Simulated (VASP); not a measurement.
A run of VASP 6.6.1 is set up as follows.

File INCAR:

```
PREC = Accurate ; ENCUT = 500
EDIFF = 1E-6 ; ISMEAR = 0
SIGMA = 0.02 ; LREAL = F
LASPH = T ; NELM = 120
ALGO = Normal ; ISIF = 2
LWAVE = F ; LCHARG = F
GGA = PE ; NBANDS = 26
GGA_COMPAT = F
```

Contents of KPOINTS:

```
regular mesh
0
Gamma
  8 6 8
```

Contents of POSCAR:

```
ZnSe
1.0
    4.0538031508      0.0000000000      0.0000000000
    0.0000000000      5.7329434176      0.0000000000
    0.0000000000      0.0000000000      4.0538031528
Zn Se
2 2
Direct
    0.0000000000      0.0000000000      0.0000000000
    0.5000000000      0.5000000000      0.5000058000
    0.5000000000      0.2500000000      0.0000000000
    0.0000000000      0.7500000000      0.5000058000
```

Potentials or basis: VASP PAW PBE potentials, release 64 (Zn, Se).

Command:

```console
$ cat potpaw_PBE.64/Zn/POTCAR potpaw_PBE.64/Se/POTCAR > POTCAR
$ mpirun -np 1 vasp_std > vasp.out
```

Estimate the band gap on the k mesh.

1.15 eV.

What does it give for the pressure?

0.2 GPa.
